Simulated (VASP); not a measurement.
Ag: single point with LDA

System: Ag, a slab with vacuum.

```
Ag
1.0
     2.82974    0.00000    0.00000
     0.00000    2.82974    0.00000
     0.00000    0.00000   24.00370
Ag
5
Direct
  0.00000 0.00000 0.33515
  0.50000 0.50000 0.41653
  0.00000 0.00000 0.50000
  0.50000 0.50000 0.58347
  0.00000 0.00000 0.66485
```

| Property | Result |
| --- | --- |
| Program | VASP 6.6.1 |
| Task | single point |
| Functional | LDA |
| Potentials or basis | VASP PAW LDA potentials, release 64 (Ag) |
| Cutoff | 520 eV |
| k mesh | 12 × 12 × 1 |
| Occupations | fermi-dirac, width 0.1 eV |
| Spin | no spin polarisation |
| Dipole correction | yes |
| Further INCAR settings | ALGO = Normal; EDIFF = 1e-06; NBANDS = 36 |

```yaml
Largest_force: 0.015 eV/Å
Band_gap_on_the_k_mesh: zero (an odd number of electrons rules out a gap without spin polarisation)
```

Forces on the atoms (eV/Å):
```
Ag   0.000  0.000 -0.015
Ag   0.000  0.000  0.006
Ag   0.000  0.000  0.000
Ag   0.000  0.000 -0.006
Ag   0.000  0.000  0.015
```

Levels at points of the mesh, in eV from the Fermi level:
```tsv
k point	band 24	band 25	band 26	band 27	band 28	band 29	band 30	band 31	band 32	band 33
(0.00, 0.00, 0.00)	-3.15	-2.97	-2.91	-2.79	-2.79	-2.00	0.15	1.36	4.46	4.83
(0.50, 0.00, 0.00)	-3.00	-2.95	-0.52	-0.45	-0.42	0.07	0.10	2.99	3.24	5.03
(0.50, 0.50, 0.00)	-2.42	-2.42	2.15	2.15	3.77	3.77	5.90	5.90	7.25	7.28
```

It took 110 s on 1 thread of Intel(R) Xeon(R) 6975P-C (Granite Rapids), with other jobs on the host, peak memory 0.32 GiB.
